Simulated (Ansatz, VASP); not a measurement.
Two plane-wave programs on TiAl

The input INCAR:

```
  PREC = Accurate
  ENCUT = 520
  EDIFF = 1E-6
  ISMEAR = 0
  SIGMA = 0.1
  LREAL = F
  LASPH = T
  NELM = 100
  ALGO = Normal
  ISIF = 2
  LWAVE = F
  LCHARG = F
  GGA = PE
  NBANDS = 14
```

KPOINTS

```
Automatic mesh
0
Gamma
  18 18 10
```

Contents of POSCAR:

```
TiAl
1.0
    2.8680077209      0.0000000000      0.0000000000
   -1.4340038604      2.4837675445      0.0000000000
    0.0000000000      0.0000000000      4.2582718316
Ti Al
1 1
Direct
    0.0000000000      0.0000000000      0.0000000000
    0.3333333300      0.6666666700      0.5000000000
```

Input for Ansatz:

```yaml
crystal:
  lattice:
    - [2.8680077209, 0.0, 0.0]
    - [-1.4340038604, 2.4837675445, 0.0]
    - [0.0, 0.0, 4.2582718316]
  atoms:
    - { symbol: Ti, position: [0.0, 0.0, 0.0] }
    - { symbol: Al, position: [0.33333333, 0.66666667, 0.5] }
basis:
  ecutwfc: 420
kpoints:
  mp_grid: { grid: [18, 18, 10] }
hamiltonian:
  xc: pbe
scf:
  occupations: { method: gaussian, width: 0.1 }
output:
  forces: true
  stress: true
  eigenvalues: true
```

Alike in both runs: task single point; functional PBE; k mesh 18 × 18 × 10; occupations gaussian, width 0.1 eV; no spin polarisation.

|  | VASP | Ansatz |
| --- | --- | --- |
| version | VASP 6.6.1 | Ansatz 0.2.0 |
| potentials or method | VASP PAW PBE potentials, release 64 (Ti_sv, Al), cutoff 520 eV | scalar-relativistic, plane waves, PAW |
| valence electrons in the cell | 15 | 15 |

Ansatz gave:

* gap on the k mesh at the Fermi level (eV): none
* pressure (GPa): 14.4
* traceless stress, the component that is largest in VASP (GPa): 9.77

Question: Estimate VASP's values.

Answer: gap on the k mesh at the Fermi level (eV): none; pressure (GPa): 14.3; traceless stress, the component that is largest in VASP (GPa): 9.80.

A gap of «none» marks a metal or a gap that the smearing closes.
